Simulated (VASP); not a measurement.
# BN (Cm) in VASP: single point with PBE

Aim: the single point of BN with PBE.

All numbers are computed with VASP 6.6.1; they aren't measurements. Logs are shortened: lines on timing, memory, paths and dates and some standing lists are left out, and cuts for length are marked.

## (1) The cell of the first run

The structure is monoclinic, space group Cm (No. 8). Conventional cell: a = 4.421 Å, b = 2.552 Å, c = 12.510 Å, α = 90.00°, β = 91.69°, γ = 90.00°. Within 2.1 Å of B (site symmetry m) lie 4 N at 1.56 Å. Within 2.1 Å of B (site symmetry m) lie 4 N at 1.56 Å. B (site symmetry m) has 4 N at 1.56 Å within 2.1 Å. Within 2.1 Å of B (site symmetry m) lie 4 N at 1.56 Å. Within 2.1 Å of B (site symmetry m) lie 4 N at 1.56 Å. Within 2.1 Å of B (site symmetry m) lie 4 N at 1.56 to 1.61 Å. N (site symmetry m) has 4 B at 1.56 Å within 2.1 Å. Within 2.1 Å of N (site symmetry m) lie 4 B at 1.56 Å.

## (2) Single point, PBE

INCAR reads:

```
SYSTEM = BN
  PREC = Accurate
  ENCUT = 600
  EDIFF = 1E-6
  ISMEAR = 0
  SIGMA = 0.05
  LREAL = .FALSE.
  LASPH = .TRUE.
  NELM = 120
  ALGO = Normal
  ISIF = 2
  LWAVE = .FALSE.
  LCHARG = .FALSE.
  GGA = PE
  NBANDS = 36
  GGA_COMPAT = .FALSE.
```

KPOINTS reads:

```
Automatic mesh
0
Gamma
  10 10 2
  0.5 0.5 0.5
```

POSCAR reads:

```
BN
1.0
    1.8048137541     -1.8048137541      0.0000000000
    1.8048137541      0.0000000000     -1.8048137541
    7.5199369878      7.0689140307      7.0689140307
B N
6 6
Direct
    0.9670298600     -0.0329701400      0.3958000000
    0.3142465267      0.3142465267      0.2291333333
    0.6198131933      0.6198131933      0.5624666667
    0.9253798600      0.9253798600      0.8958000000
    0.2725965267      0.2725965267      0.7291333333
    0.6614631933      0.6614631933      0.0624666667
    0.6302256933      0.6302256933      0.4374666667
   -0.0225576400     -0.0225576400      0.2708000000
    0.2830090267      0.2830090267      0.6041333333
    0.5885756933      0.5885756933      0.9374666667
   -0.0642076400     -0.0642076400      0.7708000000
    0.3246590267      0.3246590267      0.1041333333
```

Potentials or basis: VASP PAW PBE potentials, release 64 (B, N).

The run is started by

```
$ cat potpaw_PBE.64/B/POTCAR potpaw_PBE.64/N/POTCAR > POTCAR
$ mpirun -np 1 vasp_std > vasp.out
```

OUTCAR:

```text
SYSTEM = BN
   PREC = Accurate
   ENCUT = 600
   EDIFF = 1E-6
   ISMEAR = 0
   LREAL = .FALSE.
   LASPH = .TRUE.
   NELM = 120
   ISIF = 2
   GGA = PE

 ion  position               nearest neighbor table
   1  0.967  0.967  0.396-   8 1.56   7 1.56   7 1.56   7 1.56
   2  0.314  0.314  0.229-  12 1.56   8 1.56   8 1.56   8 1.56
   3  0.620  0.620  0.562-   9 1.56   9 1.56   9 1.56   7 1.56
   4  0.925  0.925  0.896-  11 1.56  10 1.56  10 1.56  10 1.56
   5  0.273  0.273  0.729-   9 1.56  11 1.56  11 1.56  11 1.56
   6  0.661  0.661  0.062-  12 1.56  12 1.56  12 1.56  10 1.61
   7  0.630  0.630  0.437-   3 1.56   1 1.56   1 1.56   1 1.56
   8  0.977  0.977  0.271-   1 1.56   2 1.56   2 1.56   2 1.56
   9  0.283  0.283  0.604-   3 1.56   3 1.56   3 1.56   5 1.56
  10  0.589  0.589  0.937-   4 1.56   4 1.56   4 1.56   6 1.61
  11  0.936  0.936  0.771-   4 1.56   5 1.56   5 1.56   5 1.56
  12  0.325  0.325  0.104-   6 1.56   6 1.56   6 1.56   2 1.56

  LATTYP: Found a base centered monoclinic cell.
 ALAT       =     4.4208727783
 B/A-ratio  =     0.5773502692
 C/A-ratio  =     2.8296534929
 COS(beta)  =    -0.0294382334

  Lattice vectors:

 A1 = (  -1.8048137541,   1.8048137541,   0.0000000000)
 A2 = (  -1.8048137541,   0.0000000000,   1.8048137541)
 A3 = (   7.5199369878,   7.0689140307,   7.0689140307)

Analysis of symmetry for initial positions (statically):
=====================================================================
 Subroutine PRICEL returns:
 Original cell was already a primitive cell.

 Routine SETGRP: Setting up the symmetry group for a
 base centered monoclinic supercell.

 Subroutine GETGRP returns: Found  2 space group operations
 (whereof  2 operations were pure point group operations)
 out of a pool of  4 trial point group operations.

The static configuration has the point symmetry C_1h.

Analysis of symmetry for dynamics (positions and initial velocities):
=====================================================================
 Subroutine PRICEL returns:
 Original cell was already a primitive cell.

 Routine SETGRP: Setting up the symmetry group for a
 base centered monoclinic supercell.

 Subroutine GETGRP returns: Found  2 space group operations
 (whereof  2 operations were pure point group operations)
 out of a pool of  4 trial point group operations.

The dynamic configuration has the point symmetry C_1h.

 Subroutine INISYM returns: Found  2 space group operations
 (whereof  2 operations are pure point group operations),
 and found     1 'primitive' translations

----------------------------------------------------------------------------------------

                                     Primitive cell

  volume of cell :      70.5470

  direct lattice vectors                    reciprocal lattice vectors
     1.804813754 -1.804813754  0.000000000     0.180845068 -0.373228723  0.180845068
     1.804813754  0.000000000 -1.804813754     0.180845068  0.180845068 -0.373228723
     7.519936988  7.068914031  7.068914031     0.046172816  0.046172816  0.046172816

  length of vectors
     2.552392089  2.552392089 12.509538099     0.452448403  0.452448403  0.079973663

  position of ions in fractional coordinates (direct lattice)
     0.967029860  0.967029860  0.395800000
     0.314246527  0.314246527  0.229133333
     0.619813193  0.619813193  0.562466667
     0.925379860  0.925379860  0.895800000
     0.272596527  0.272596527  0.729133333
     0.661463193  0.661463193  0.062466667
     0.630225693  0.630225693  0.437466667
     0.977442360  0.977442360  0.270800000
     0.283009027  0.283009027  0.604133333
     0.588575693  0.588575693  0.937466667
     0.935792360  0.935792360  0.770800000
     0.324659027  0.324659027  0.104133333

  ion indices of the primitive-cell ions
   primitive index   ion index
                 1           1
                 2           2
                 3           3
                 4           4
                 5           5
                 6           6
                 7           7
                 8           8
                 9           9
                10          10
                11          11
                12          12

----------------------------------------------------------------------------------------

 KPOINTS: Automatic mesh

Automatic generation of k-mesh.
 Grid dimensions read from file:
 generate k-points for:   10   10    2

 Generating k-lattice:

  Cartesian coordinates                     Fractional coordinates (reciprocal lattice)
     0.018084507 -0.037322872  0.018084507     0.100000000  0.000000000 -0.000000000
     0.018084507  0.018084507 -0.037322872     0.000000000  0.100000000 -0.000000000
     0.023086408  0.023086408  0.023086408     0.000000000  0.000000000  0.500000000

  Length of vectors
     0.045244840  0.045244840  0.039986832

  Shift w.r.t. Gamma in fractional coordinates (k-lattice)
     0.500000000  0.500000000  0.500000000

 Subroutine IBZKPT returns following result:
 ===========================================

 Found     55 irreducible k-points:

 Following reciprocal coordinates:
            Coordinates               Weight
  0.050000  0.050000  0.250000      2.000000
  0.150000  0.050000  0.250000      4.000000
  0.250000  0.050000  0.250000      4.000000
  0.350000  0.050000  0.250000      4.000000
  0.450000  0.050000  0.250000      4.000000
 -0.450000  0.050000  0.250000      4.000000
[... 16 lines left out ...]
 -0.450000  0.250000  0.250000      4.000000
 -0.350000  0.250000  0.250000      4.000000
 [... further k-points ...]
   k-points           NKPTS =     55   k-points in BZ     NKDIM =     55   number of bands    NBANDS=     36
   number of dos      NEDOS =    301   number of ions     NIONS =     12
   total plane-waves  NPLWV =  40000
   dimension x,y,z NGX =    20 NGY =   20 NGZ =  100
   dimension x,y,z NGXF=    40 NGYF=   40 NGZF=  200
   ions per type =               6   6
   NGX,Y,Z   is equivalent  to a cutoff of  13.03, 13.03, 13.29 a.u.
   NGXF,Y,Z  is equivalent  to a cutoff of  26.05, 26.05, 26.58 a.u.
 SYSTEM =  BN
   PREC   = accura    normal or accurate (medium, high low for compatibility)
   ISTART =      0    job   : 0-new  1-cont  2-samecut
   ICHARG =      2    charge: 1-file 2-atom 10-const
   ISPIN  =      1    spin polarized calculation?
   LNONCOLLINEAR =      F non collinear calculations
   LSORBIT =      F    spin-orbit coupling
   LASPH  =      T    aspherical Exc in radial PAW
   ENCUT  =  600.0 eV  44.10 Ry    6.64 a.u.   5.10  5.10 24.98*2*pi/ulx,y,z
   NELM   =    120;   NELMIN=  2; NELMDL= -5     # of ELM steps
   EDIFF  = 0.1E-05   stopping-criterion for ELM
   LREAL  =      F    real-space projection
   EDIFFG = 0.1E-04   stopping-criterion for IOM
   NSW    =      0    number of steps for IOM
   IBRION =     -1    ionic relax: 0-MD 1-quasi-New 2-CG
   NFREE  =      0    steps in history (QN), initial steepest desc. (CG)
   ISIF   =      2    stress and relaxation
   ISYM   =      2    0-nonsym 1-usesym 2-fastsym
   POTIM  = 0.5000    time-step for ionic-motion
   TEBEG  =    0.0;   TEEND  =   0.0 temperature during run
   PSTRESS=    0.0 pullay stress
   NELECT =      48.0000    total number of electrons
   NUPDOWN=      -1.0000    fix difference up-down
   EMIN   =  10.00;   EMAX   =-10.00  energy-range for DOS
   EFERMI =   0.00;   METHOD = LEGACY
   ISMEAR =     0;   SIGMA  =   0.05  broadening in eV -4-tet -1-fermi 0-gaus
   EFERMI_NEDOS =   21; number of points for ismear=-14 and -15
   IALGO  =     38    algorithm
   IMIX   =      4    mixing-type and parameters
     AMIX     =   0.40;   BMIX     =  1.00
     AMIX_MAG =   1.60;   BMIX_MAG =  1.00
  volume/ion in A,a.u.               =       5.88        39.67
  Fermi-wavevector in a.u.,A,eV,Ry     =   1.439889  2.720996 28.208703  2.073281
  Thomas-Fermi vector in A             =   2.558695
   LORBIT       =      0    0 simple, 1 ext, 2 COOP (PROOUT), +10 PAW based schemes
   GGA     = PE    functional components
   LHFCALC =     F    Hartree Fock is set to
   AEXX    =    0.0000 exact exchange contribution
   IVDW    =     0    specifies the selected vdW correction
   LEPSILON=     F    determine dielectric tensor
   LRPA    =     F    only Hartree local field effects (RPA)
 non-spin polarized calculation
 Gauss-broadening in eV      SIGMA  =   0.05
  energy-cutoff  :      600.00
  volume of cell :       70.55
 maximum number of plane-waves:      2374
   NGX = 11   NGY = 11   NGZ = 49

 number of electron      48.0000000 magnetization

 Free energy of the ion-electron system (eV)
  ---------------------------------------------------
  ext. energy  EPLUGINS =         0.00000000
  ---------------------------------------------------
  free energy    TOTEN  =      -104.27296891 eV

  energy without entropy =     -104.27296891  energy(sigma->0) =     -104.27296891

 E-fermi :   7.7767     XC(G=0): -12.8500

 val. band max:        7.5678734867   @ k =  -0.0500   0.0500   0.2500
 cond. band min:      12.0556311728   @ k =  -0.0500   0.4500   0.2500
 fundamental gap:      4.4877576861
 Fermi energy:         7.7766955245

 k-point     1 :       0.0500    0.0500    0.2500
  band No.  band energies     occupation
      1     -12.7300      2.00000
      2     -12.3712      2.00000
      3     -11.7350      2.00000
      4     -10.7535      2.00000
      5      -9.6687      2.00000
      6      -8.6767      2.00000
[... 28 lines left out ...]
     35      17.7987      0.00000
     36      17.9568      0.00000
[... 866 lines left out ...]
      6      -6.9491      2.00000
[... 28 lines left out ...]
     35      20.6254      0.00000
     36      21.0091      0.00000

 [... further k-points ...]

------------------------ aborting loop because EDIFF is reached ----------------------------------------

  FORCE on cell =-STRESS in cart. coord.  units (eV):
  Direction    XX          YY          ZZ          XY          YZ          ZX
  --------------------------------------------------------------------------------------
  -------------------------------------------------------------------------------------
  Total       -2.3046436      4.2983618      4.2983618     -0.8559093      2.8467695     -0.8559093
  in kB      -52.3402661     97.6191734     97.6191734    -19.4383717     64.6523723    -19.4383731
  external PRESSURE =      47.6326936 kB  Pullay stress =       0.0000000 kB

 VOLUME and BASIS-vectors are now :
 -----------------------------------------------------------------------------
  energy-cutoff  :      600.00
  volume of cell :       70.55
      direct lattice vectors                 reciprocal lattice vectors
     1.804813754 -1.804813754  0.000000000     0.180845068 -0.373228723  0.180845068
     1.804813754  0.000000000 -1.804813754     0.180845068  0.180845068 -0.373228723
     7.519936988  7.068914031  7.068914031     0.046172816  0.046172816  0.046172816

 POSITION                                       TOTAL-FORCE (eV/Angst)
 -----------------------------------------------------------------------------------
      6.46701      1.05257      1.05257         0.011095      0.025769      0.025769
      2.85738      1.05257      1.05257        -0.084266      0.108077      0.108077
      6.46701      2.85738      2.85738         0.018297      0.021212      0.021212
     10.07664      4.66219      4.66219         0.055098     -0.071324     -0.071324
      6.46701      4.66219      4.66219         0.002358      0.028162      0.028162
      2.85738     -0.75225     -0.75225        -1.521595      0.693798      0.693798
      5.56460      1.95497      1.95497        -0.021245     -0.019981     -0.019981
      5.56460      0.15016      0.15016        -0.043790     -0.006586     -0.006586
      5.56460      3.75979      3.75979        -0.009319     -0.026689     -0.026689
      9.17423      5.56460      5.56460         1.671638     -0.929839     -0.929839
      9.17423      3.75979      3.75979         0.104825     -0.112500     -0.112500
      1.95497      0.15016      0.15016        -0.183095      0.289900      0.289900
 -----------------------------------------------------------------------------------
    total drift:                                0.000212     -0.000028     -0.000028

  FREE ENERGIE OF THE ION-ELECTRON SYSTEM (eV)
  ---------------------------------------------------
  free  energy   TOTEN  =      -104.2729689069 eV

  energy  without entropy=     -104.2729689069  energy(sigma->0) =     -104.27296891
```

It took 2.2 min on 1 thread of Intel Xeon Platinum 8375C at 2.90GHz (Ice Lake), shared host; peak memory 0.26 GiB.

Results:

```yaml
Free_energy: -104.2730 eV
Pressure: 4.8 GPa
Largest_force: 2.127 eV/Å
Band_gap_on_the_k_mesh: 4.49 eV (least direct gap 6.22 eV)
```

Forces in eV/Å, atoms in the order of the input:
```
B    0.011  0.026  0.026
B   -0.084  0.108  0.108
B    0.018  0.021  0.021
B    0.055 -0.071 -0.071
B    0.002  0.028  0.028
B   -1.522  0.694  0.694
N   -0.021 -0.020 -0.020
N   -0.044 -0.007 -0.007
N   -0.009 -0.027 -0.027
N    1.672 -0.930 -0.930
N    0.105 -0.113 -0.113
N   -0.183  0.290  0.290
```

Stress tensor (GPa, compression positive):
```
-5.23 -1.94 -1.94
-1.94  9.76  6.47
-1.94  6.47  9.76
```

Levels at points of the mesh, in eV from the valence-band top:
| k point | band 21 | band 22 | band 23 | band 24 | band 25 | band 26 | band 27 | band 28 |
| --- | --- | --- | --- | --- | --- | --- | --- | --- |
| (0.05, 0.05, 0.25) | -0.48 | -0.47 | -0.29 | -0.04 | 8.26 | 8.76 | 8.82 | 9.08 |

Caveat: the cell stands under pressure; a shifted mesh leaves out Γ, where band edges can lie; forces of over 1 eV/Å act on the atoms, so gaps and moduli don't describe the material at rest. A k mesh can miss the band edges.
